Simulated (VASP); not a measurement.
Runs of VASP 6.6.1 on PbO. The structure is that of space group P4/nmm (No. 129), or close to it. The cells are those of the table. 

```tsv
cell	gap on the mesh (eV)	pressure (GPa)	largest force (eV/Å)
a = 4.004, b = 3.945, c = 5.022 Å, 4 atoms	1.24	5.0	0.50
a = 4.064, b = 3.885, c = 5.022 Å, 4 atoms	1.23	(a)	0.54
a = 4.034, b = 3.915, c = 5.022 Å, 4 atoms	1.23	5.0	0.52
a = 3.855, b = 4.094, c = 5.022 Å, 4 atoms	1.23	5.3	0.58
```

Alike in all rows: task single point; level PBE; potentials or basis VASP PAW PBE potentials, release 64 (Pb_d, O); no spin polarisation; k mesh 8 × 8 × 6; cutoff (eV) 520; smearing gaussian 0.05 eV.

Q: Fill in the values left out.

A: (a) 5.2.

Caveats: the cell stands under pressure; spin-orbit coupling is left out, which moves the levels of the heavy elements.

A k mesh can miss the band edges, and the runs leave out spin-orbit coupling on Pb.
